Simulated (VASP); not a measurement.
# TaN in VASP: further runs

The runs below take TaN through single point, relaxation of cell and atoms, with PBE.

Everything below comes from runs of VASP 6.6.1. Logs are shortened: lines on timing, memory, paths and dates and some standing lists are left out, and cuts for length are marked.

### 1 The cell of the first run

It takes space group P4/mmm (No. 123, tetragonal). Conventional cell: a = 2.965 Å, b = 2.965 Å, c = 3.045 Å, α = 90.00°, β = 90.00°, γ = 90.00°. Within 2.8 Å of Ta (site symmetry 4/mmm) lie 4 N at 2.10 Å. N (site symmetry 4/mmm) has 4 Ta at 2.10 Å within 2.8 Å.

### 2 Single point, PBE

INCAR reads:

```
SYSTEM = TaN
PREC = Accurate
ENCUT = 520
EDIFF = 1E-6
ISMEAR = 0
SIGMA = 0.1
LREAL = .FALSE.
LASPH = .TRUE.
NELM = 60
ALGO = Normal
ISIF = 2
LWAVE = .FALSE.
LCHARG = .FALSE.
GGA = PE
NBANDS = 15
```

KPOINTS reads:

```
Automatic mesh
0
G
  6 6 6
  0 0 0
```

POSCAR reads:

```
TaN
1.0
    2.9652228856      0.0000000000      0.0000000000
    0.0000000000      2.9652228856      0.0000000000
    0.0000000000      0.0000000000      3.0449639422
Ta N
1 1
Direct
    0.0000000000      0.0000000000      0.5000000000
    0.5000000000      0.5000000000      0.5000000000
```

Potentials or basis: VASP PAW PBE potentials, release 64 (Ta_pv, N).

On the command line:

```
> cat potpaw_PBE.64/Ta_pv/POTCAR potpaw_PBE.64/N/POTCAR > POTCAR
> mpirun -np 1 vasp_std > vasp.out
```

OUTCAR:

```text
SYSTEM = TaN
   PREC = Accurate
   ENCUT = 520
   EDIFF = 1E-6
   ISMEAR = 0
   LREAL = .FALSE.
   LASPH = .TRUE.
   NELM = 60
   ISIF = 2
   GGA = PE

 ion  position               nearest neighbor table
   1  0.000  0.000  0.500-   2 2.10   2 2.10   2 2.10   2 2.10
   2  0.500  0.500  0.500-   1 2.10   1 2.10   1 2.10   1 2.10

  LATTYP: Found a simple tetragonal cell.
 ALAT       =     2.9652228856
 C/A-ratio  =     1.0268920954

  Lattice vectors:

 A1 = (   2.9652228856,   0.0000000000,   0.0000000000)
 A2 = (   0.0000000000,   2.9652228856,   0.0000000000)
 A3 = (   0.0000000000,   0.0000000000,   3.0449639422)

Analysis of symmetry for initial positions (statically):
=====================================================================
 Subroutine PRICEL returns:
 Original cell was already a primitive cell.

 Routine SETGRP: Setting up the symmetry group for a
 simple tetragonal supercell.

 Subroutine GETGRP returns: Found 16 space group operations
 (whereof 16 operations were pure point group operations)
 out of a pool of 16 trial point group operations.

The static configuration has the point symmetry D_4h.

Analysis of symmetry for dynamics (positions and initial velocities):
=====================================================================
 Subroutine PRICEL returns:
 Original cell was already a primitive cell.

 Routine SETGRP: Setting up the symmetry group for a
 simple tetragonal supercell.

 Subroutine GETGRP returns: Found 16 space group operations
 (whereof 16 operations were pure point group operations)
 out of a pool of 16 trial point group operations.

The dynamic configuration has the point symmetry D_4h.

 Subroutine INISYM returns: Found 16 space group operations
 (whereof 16 operations are pure point group operations),
 and found     1 'primitive' translations

----------------------------------------------------------------------------------------

                                     Primitive cell

  volume of cell :      26.7730

  direct lattice vectors                    reciprocal lattice vectors
     2.965222886  0.000000000  0.000000000     0.337242777  0.000000000  0.000000000
     0.000000000  2.965222886  0.000000000     0.000000000  0.337242777  0.000000000
     0.000000000  0.000000000  3.044963942     0.000000000  0.000000000  0.328411114

  length of vectors
     2.965222886  2.965222886  3.044963942     0.337242777  0.337242777  0.328411114

  position of ions in fractional coordinates (direct lattice)
     0.000000000  0.000000000  0.500000000
     0.500000000  0.500000000  0.500000000

  ion indices of the primitive-cell ions
   primitive index   ion index
                 1           1
                 2           2

----------------------------------------------------------------------------------------

 KPOINTS: Automatic mesh

Automatic generation of k-mesh.
 Grid dimensions read from file:
 generate k-points for:    6    6    6

 Generating k-lattice:

  Cartesian coordinates                     Fractional coordinates (reciprocal lattice)
     0.056207129  0.000000000  0.000000000     0.166666667  0.000000000  0.000000000
     0.000000000  0.056207129  0.000000000     0.000000000  0.166666667  0.000000000
     0.000000000  0.000000000  0.054735186     0.000000000  0.000000000  0.166666667

  Length of vectors
     0.056207129  0.056207129  0.054735186

  Shift w.r.t. Gamma in fractional coordinates (k-lattice)
     0.000000000  0.000000000  0.000000000

 Subroutine IBZKPT returns following result:
 ===========================================

 Found     40 irreducible k-points:

 Following reciprocal coordinates:
            Coordinates               Weight
  0.000000  0.000000  0.000000      1.000000
  0.166667  0.000000  0.000000      4.000000
  0.333333  0.000000  0.000000      4.000000
  0.500000  0.000000  0.000000      2.000000
  0.166667  0.166667  0.000000      4.000000
  0.333333  0.166667  0.000000      8.000000
[... 16 lines left out ...]
  0.333333  0.000000  0.333333      8.000000
  0.500000  0.000000  0.333333      4.000000
 [... further k-points ...]
   k-points           NKPTS =     40   k-points in BZ     NKDIM =     40   number of bands    NBANDS=     15
   number of dos      NEDOS =    301   number of ions     NIONS =      2
   total plane-waves  NPLWV =  13824
   dimension x,y,z NGX =    24 NGY =   24 NGZ =   24
   dimension x,y,z NGXF=    48 NGYF=   48 NGZF=   48
   ions per type =               1   1
   NGX,Y,Z   is equivalent  to a cutoff of  13.46, 13.46, 13.10 a.u.
   NGXF,Y,Z  is equivalent  to a cutoff of  26.91, 26.91, 26.21 a.u.
 SYSTEM =  TaN
   PREC   = accura    normal or accurate (medium, high low for compatibility)
   ISTART =      0    job   : 0-new  1-cont  2-samecut
   ICHARG =      2    charge: 1-file 2-atom 10-const
   ISPIN  =      1    spin polarized calculation?
   LNONCOLLINEAR =      F non collinear calculations
   LSORBIT =      F    spin-orbit coupling
   LASPH  =      T    aspherical Exc in radial PAW
   ENCUT  =  520.0 eV  38.22 Ry    6.18 a.u.   5.51  5.51  5.66*2*pi/ulx,y,z
   NELM   =     60;   NELMIN=  2; NELMDL= -5     # of ELM steps
   EDIFF  = 0.1E-05   stopping-criterion for ELM
   LREAL  =      F    real-space projection
   EDIFFG = 0.1E-04   stopping-criterion for IOM
   NSW    =      0    number of steps for IOM
   IBRION =     -1    ionic relax: 0-MD 1-quasi-New 2-CG
   NFREE  =      0    steps in history (QN), initial steepest desc. (CG)
   ISIF   =      2    stress and relaxation
   ISYM   =      2    0-nonsym 1-usesym 2-fastsym
   POTIM  = 0.5000    time-step for ionic-motion
   TEBEG  =    0.0;   TEEND  =   0.0 temperature during run
   PSTRESS=    0.0 pullay stress
   NELECT =      16.0000    total number of electrons
   NUPDOWN=      -1.0000    fix difference up-down
   EMIN   =  10.00;   EMAX   =-10.00  energy-range for DOS
   EFERMI =   0.00;   METHOD = LEGACY
   ISMEAR =     0;   SIGMA  =   0.10  broadening in eV -4-tet -1-fermi 0-gaus
   EFERMI_NEDOS =   21; number of points for ismear=-14 and -15
   IALGO  =     38    algorithm
   IMIX   =      4    mixing-type and parameters
     AMIX     =   0.40;   BMIX     =  1.00
     AMIX_MAG =   1.60;   BMIX_MAG =  1.00
  volume/ion in A,a.u.               =      13.39        90.34
  Fermi-wavevector in a.u.,A,eV,Ry     =   1.378952  2.605842 25.871603  1.901509
  Thomas-Fermi vector in A             =   2.503966
   LORBIT       =      0    0 simple, 1 ext, 2 COOP (PROOUT), +10 PAW based schemes
   GGA     = PE    functional components
   LHFCALC =     F    Hartree Fock is set to
   AEXX    =    0.0000 exact exchange contribution
   IVDW    =     0    specifies the selected vdW correction
   LEPSILON=     F    determine dielectric tensor
   LRPA    =     F    only Hartree local field effects (RPA)
 non-spin polarized calculation
 Gauss-broadening in eV      SIGMA  =   0.10
  energy-cutoff  :      520.00
  volume of cell :       26.77
 maximum number of plane-waves:       739
 NGX is ok and might be reduce to    24
   NGX = 11   NGY = 11   NGZ = 11

 number of electron      16.0000001 magnetization

 Free energy of the ion-electron system (eV)
  ---------------------------------------------------
  ext. energy  EPLUGINS =         0.00000000
  ---------------------------------------------------
  free energy    TOTEN  =       -21.50361458 eV

  energy without entropy =      -21.49855411  energy(sigma->0) =      -21.50108434

 E-fermi :   5.8197     XC(G=0): -11.9861

 val. band max:        5.7748544206   @ k =   0.5000   0.5000   0.1667
 cond. band min:       5.8460502926   @ k =   0.5000   0.3333   0.3333
 fundamental gap:      0.0711958720
 Fermi energy:         5.8197382648

 k-point     1 :       0.0000    0.0000    0.0000
  band No.  band energies     occupation
      1     -29.0965      2.00000
      2     -29.0965      2.00000
      3     -28.9620      2.00000
      4     -10.9304      2.00000
      5       1.7973      2.00000
      6       2.4219      2.00000
      7       3.3525      2.00000
      8       3.3525      2.00000
      9       3.8519      2.00000
     10       8.4147      0.00000
     11       9.2229      0.00000
     12       9.2229      0.00000
     13      11.1940      0.00000
     14      18.9856      0.00000
     15      19.6418      0.00000

 k-point     2 :       0.1667    0.0000    0.0000
  band No.  band energies     occupation
      1     -29.2856      2.00000
      2     -29.0727      2.00000
      3     -28.9477      2.00000
      4     -10.4061      2.00000
      5       0.8394      2.00000
      6       1.8956      2.00000
      7       2.0988      2.00000
      8       3.4406      2.00000
      9       4.5743      2.00000
     10       9.3210      0.00000
     11       9.5305      0.00000
     12      10.6390      0.00000
     13      12.2380      0.00000
     14      17.1097      0.00000
     15      19.0068      0.00000

 k-point     3 :       0.3333    0.0000    0.0000
  band No.  band energies     occupation
      1     -29.6456      2.00000
      2     -29.0246      2.00000
      3     -28.9189      2.00000
      4      -9.1881      2.00000
      5      -1.4622      2.00000
      6       0.1767      2.00000
      7       2.7171      2.00000
      8       2.7180      2.00000
      9       7.1679      0.00000
     10       9.5256      0.00000
     11      10.1530      0.00000
     12      12.1081      0.00000
     13      14.3144      0.00000
     14      16.5380      0.00000
     15      19.0055      0.00000
[... 343 lines left out ...]
 k-point    23 :       0.3333    0.0000    0.3333
  band No.  band energies     occupation
      1     -29.6068      2.00000
      2     -29.2394      2.00000
      3     -28.9985      2.00000
      4      -8.8071      2.00000
      5      -1.0318      2.00000
      6       0.1072      2.00000
      7       0.3548      2.00000
      8       6.3075      0.00000
      9       7.6047      0.00000
     10       7.8805      0.00000
     11       8.8087      0.00000
     12      13.6476      0.00000
     13      14.4620      0.00000
     14      16.5571      0.00000
     15      18.9826      0.00000

 k-point    24 :       0.5000    0.0000    0.3333
  band No.  band energies     occupation
      1     -29.7752      2.00000
      2     -29.2214      2.00000
      3     -28.9746      2.00000
      4      -8.0529      2.00000
      5      -2.1748      2.00000
      6      -0.2834      2.00000
      7      -0.1225      2.00000
      8       6.3347      0.00000
      9       8.0533      0.00000
     10       9.1151      0.00000
     11       9.7953      0.00000
     12      13.5301      0.00000
     13      15.6339      0.00000
     14      16.4256      0.00000
     15      18.9889      0.00000

 [... further k-points ...]
[... 5 lines left out ...]
  --------------------------------------------------------------------------------------
  -------------------------------------------------------------------------------------
  Total        0.0858367      0.0858367     -0.0211226      0.0000000      0.0000000     -0.0000000
  in kB        5.1367323      5.1367323     -1.2640385      0.0000000      0.0000000     -0.0000000
  external PRESSURE =       3.0031420 kB  Pullay stress =       0.0000000 kB

 VOLUME and BASIS-vectors are now :
 -----------------------------------------------------------------------------
  energy-cutoff  :      520.00
  volume of cell :       26.77
      direct lattice vectors                 reciprocal lattice vectors
     2.965222886  0.000000000  0.000000000     0.337242777  0.000000000  0.000000000
     0.000000000  2.965222886  0.000000000     0.000000000  0.337242777  0.000000000
     0.000000000  0.000000000  3.044963942     0.000000000  0.000000000  0.328411114

 POSITION                                       TOTAL-FORCE (eV/Angst)
 -----------------------------------------------------------------------------------
      0.00000      0.00000      1.52248         0.000000      0.000000      0.000000
      1.48261      1.48261      1.52248         0.000000      0.000000      0.000000
 -----------------------------------------------------------------------------------
    total drift:                                0.000000      0.000000     -0.000000

  FREE ENERGIE OF THE ION-ELECTRON SYSTEM (eV)
  ---------------------------------------------------
  free  energy   TOTEN  =       -21.5036145762 eV

  energy  without entropy=      -21.4985541089  energy(sigma->0) =      -21.50108434
```

Run time: 14 s. Hardware: 1 thread of AMD EPYC 9R45 (Zen 5), shared host; peak memory 0.11 GiB.

Results:

```
Free energy            : -21.5036 eV
Pressure               : 0.3 GPa
Band gap on the k mesh : zero (band 8 reaches 7.64 eV, above the bottom of band 9 at 3.30 eV)
```

Caveat: spin-orbit coupling is left out, which moves the levels of the heavy elements.

[end of part 1 of 2]
